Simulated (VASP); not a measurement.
# PbSe (Clausthalite) in VASP: a series of runs, part 2 of 2

VASP 6.6.1. Earlier steps stand in the parts before.

## Step 3: Single point, PBE

INCAR reads:

```
SYSTEM = PbSe
  PREC = Accurate
  ENCUT = 500
  EDIFF = 1E-6
  ISMEAR = 0
  SIGMA = 0.05
  LREAL = .False.
  LASPH = .True.
  NELM = 120
  ALGO = Normal
  ISIF = 2
  LWAVE = .False.
  LCHARG = .True.
  GGA = PE
  LELF = .True.
  LVHAR = .True.
  NBANDS = 17
  GGA_COMPAT = .False.
```

KPOINTS reads:

```
Automatic mesh
0
Gamma
  5 5 5
  0 0 0
```

POSCAR reads:

```
PbSe
1.0
    0.0000000000      3.0813306949      3.0197040810
    3.0813306949      0.0000000000      3.0197040810
    3.0813306949      3.0813306949      0.0000000000
Pb Se
1 1
Direct
    0.0000000000      0.0000000000      0.0000000000
    0.5000000000      0.5000000000      0.5000000000
```

Potentials or basis: VASP PAW PBE potentials, release 64 (Pb_d, Se).

Started as:

```sh
cat potpaw_PBE.64/Pb_d/POTCAR potpaw_PBE.64/Se/POTCAR > POTCAR
mpirun -np 1 vasp_std > vasp.out
```

OUTCAR:

```text
SYSTEM = PbSe
   PREC = Accurate
   ENCUT = 500
   EDIFF = 1E-6
   ISMEAR = 0
   LREAL = .False.
   LASPH = .True.
   NELM = 120
   ISIF = 2
   GGA = PE

 ion  position               nearest neighbor table
   1  0.000  0.000  0.000-   2 3.02   2 3.02   2 3.08   2 3.08   2 3.08   2 3.08
   2  0.500  0.500  0.500-   1 3.02   1 3.02   1 3.08   1 3.08   1 3.08   1 3.08

  LATTYP: Found a body centered tetragonal cell.
 ALAT       =     4.3576596589
 C/A-ratio  =     1.3859292911

  Lattice vectors:

 A1 = (   0.0000000000,  -3.0813306949,  -3.0197040810)
 A2 = (   0.0000000000,   3.0813306949,  -3.0197040810)
 A3 = (   3.0813306949,   0.0000000000,   3.0197040810)

Analysis of symmetry for initial positions (statically):
=====================================================================
 Subroutine PRICEL returns:
 Original cell was already a primitive cell.

 Routine SETGRP: Setting up the symmetry group for a
 body centered tetragonal supercell.

 Subroutine GETGRP returns: Found 16 space group operations
 (whereof 16 operations were pure point group operations)
 out of a pool of 16 trial point group operations.

The static configuration has the point symmetry D_4h.

Analysis of symmetry for dynamics (positions and initial velocities):
=====================================================================
 Subroutine PRICEL returns:
 Original cell was already a primitive cell.

 Routine SETGRP: Setting up the symmetry group for a
 body centered tetragonal supercell.

 Subroutine GETGRP returns: Found 16 space group operations
 (whereof 16 operations were pure point group operations)
 out of a pool of 16 trial point group operations.

The dynamic configuration has the point symmetry D_4h.

 Subroutine INISYM returns: Found 16 space group operations
 (whereof 16 operations are pure point group operations),
 and found     1 'primitive' translations

----------------------------------------------------------------------------------------

                                     Primitive cell
[... 103 lines left out ...]
     AMIX     =   0.40;   BMIX     =  1.00
     AMIX_MAG =   1.60;   BMIX_MAG =  1.00
  volume/ion in A,a.u.               =      28.67       193.48
  Fermi-wavevector in a.u.,A,eV,Ry     =   1.152377  2.177676 18.068159  1.327972
  Thomas-Fermi vector in A             =   2.289028
   LORBIT       =      0    0 simple, 1 ext, 2 COOP (PROOUT), +10 PAW based schemes
   GGA     = PE    functional components
   LHFCALC =     F    Hartree Fock is set to
   AEXX    =    0.0000 exact exchange contribution
   IVDW    =     0    specifies the selected vdW correction
   LEPSILON=     F    determine dielectric tensor
   LRPA    =     F    only Hartree local field effects (RPA)
 non-spin polarized calculation
 Gauss-broadening in eV      SIGMA  =   0.05
  energy-cutoff  :      500.00
  volume of cell :       57.34
 maximum number of plane-waves:      1466
   NGX = 15   NGY = 15   NGZ = 15

 number of electron      19.9999998 magnetization

 Free energy of the ion-electron system (eV)
  ---------------------------------------------------
  ext. energy  EPLUGINS =         0.00000000
  ---------------------------------------------------
  free energy    TOTEN  =        -8.18372296 eV

  energy without entropy =       -8.18372296  energy(sigma->0) =       -8.18372296

 E-fermi :   4.9726     XC(G=0):  -9.5334

 val. band max:        4.7100276693   @ k =  -0.2000  -0.0000   0.2000
 cond. band min:       5.8687385239   @ k =   0.4000   0.0000   0.0000
 fundamental gap:      1.1587108546
 Fermi energy:         4.9726139132

 k-point     1 :       0.0000    0.0000    0.0000
  band No.  band energies     occupation
      1     -11.7778      2.00000
      2     -11.7763      2.00000
      3     -11.7722      2.00000
      4     -11.7722      2.00000
      5     -11.7656      2.00000
      6      -8.5334      2.00000
[... 337 lines left out ...]
      4     -11.7468      2.00000
      5     -11.7418      2.00000
      6      -7.2099      2.00000
[... 9 lines left out ...]
     16      16.1735      0.00000
     17      16.3492      0.00000

------------------------ aborting loop because EDIFF is reached ----------------------------------------

  FORCE on cell =-STRESS in cart. coord.  units (eV):
  Direction    XX          YY          ZZ          XY          YZ          ZX
  --------------------------------------------------------------------------------------
  -------------------------------------------------------------------------------------
  Total        0.5129949      0.5129949      1.4476897      0.0000000      0.0000000     -0.0000000
  in kB       14.3335136     14.3335136     40.4496778      0.0000000      0.0000000     -0.0000000
  external PRESSURE =      23.0389016 kB  Pullay stress =       0.0000000 kB

 VOLUME and BASIS-vectors are now :
 -----------------------------------------------------------------------------
  energy-cutoff  :      500.00
  volume of cell :       57.34
      direct lattice vectors                 reciprocal lattice vectors
     0.000000000  3.081330695  3.019704081    -0.162267556  0.162267556  0.165579138
     3.081330695  0.000000000  3.019704081     0.162267556 -0.162267556  0.165579138
     3.081330695  3.081330695  0.000000000     0.162267556  0.162267556 -0.165579138

 POSITION                                       TOTAL-FORCE (eV/Angst)
 -----------------------------------------------------------------------------------
      0.00000      0.00000      0.00000         0.000000     -0.000000      0.000000
      3.08133      3.08133      3.01970        -0.000000      0.000000     -0.000000
 -----------------------------------------------------------------------------------
    total drift:                                0.000000     -0.000000     -0.000000

  FREE ENERGIE OF THE ION-ELECTRON SYSTEM (eV)
  ---------------------------------------------------
  free  energy   TOTEN  =        -8.1837229633 eV

  energy  without entropy=       -8.1837229633  energy(sigma->0) =       -8.18372296
```

OSZICAR:

```text
N       E                     dE             d eps       ncg     rms          rms(c)
DAV:   1     0.156404280965E+03    0.15640E+03   -0.94092E+03   612   0.115E+03
DAV:   2     0.324147944459E+01   -0.15316E+03   -0.14801E+03   638   0.302E+02
DAV:   3    -0.819493786281E+01   -0.11436E+02   -0.11356E+02   812   0.882E+01
DAV:   4    -0.846138360968E+01   -0.26645E+00   -0.26620E+00   735   0.152E+01
DAV:   5    -0.847027257764E+01   -0.88890E-02   -0.88883E-02   860   0.272E+00    0.281E+00
DAV:   6    -0.818562815265E+01    0.28464E+00   -0.69768E-01   940   0.575E+00    0.161E+00
DAV:   7    -0.818089820898E+01    0.47299E-02   -0.12336E-01   749   0.170E+00    0.874E-01
DAV:   8    -0.818413057247E+01   -0.32324E-02   -0.13620E-02   737   0.124E+00    0.162E-01
DAV:   9    -0.818365337487E+01    0.47720E-03   -0.29855E-03   963   0.517E-01    0.505E-02
DAV:  10    -0.818371640291E+01   -0.63028E-04   -0.23000E-04   753   0.861E-02    0.185E-02
DAV:  11    -0.818372282495E+01   -0.64220E-05   -0.55666E-05   835   0.716E-02    0.717E-03
DAV:  12    -0.818372296328E+01   -0.13833E-06   -0.31689E-06   758   0.140E-02
   1 F= -.81837230E+01 E0= -.81837230E+01  d E =-.193667E-14
```

stdout:

```text
POSCAR found type information on POSCAR PbSe
 POSCAR found :  2 types and       2 ions
 scaLAPACK will be used
 LDA part: xc-table for (Slater+PW92), standard interpolation
 POSCAR, INCAR and KPOINTS ok, starting setup
 FFT: planning ... GRIDC
 FFT: planning ... GRID_SOFT
 FFT: planning ... GRID
 WAVECAR not read
 entering main loop
```

Wall time 9.8 s (1 thread of AMD EPYC 9R45 (Zen 5), shared host); peak memory 0.15 GiB.

Results:

```yaml
Free_energy: -8.1837 eV
Pressure: 2.3 GPa
Band_gap_on_the_k_mesh: 1.16 eV, indirect (least direct gap 1.18 eV)
```

Stress tensor (GPa, compression positive):
```
1.43 0.00 0.00
0.00 1.43 0.00
0.00 0.00 4.04
```

Levels at points of the mesh, in eV from the valence-band top:
```
           k point  band 8  band 9  band 10  band 11  band 12  band 13
(0.00, 0.00, 0.00)   -1.65   -1.47    -1.47     4.91     4.91     5.39
```

Caveat: spin-orbit coupling is left out, which moves the levels of the heavy elements. A k mesh can miss the band edges.
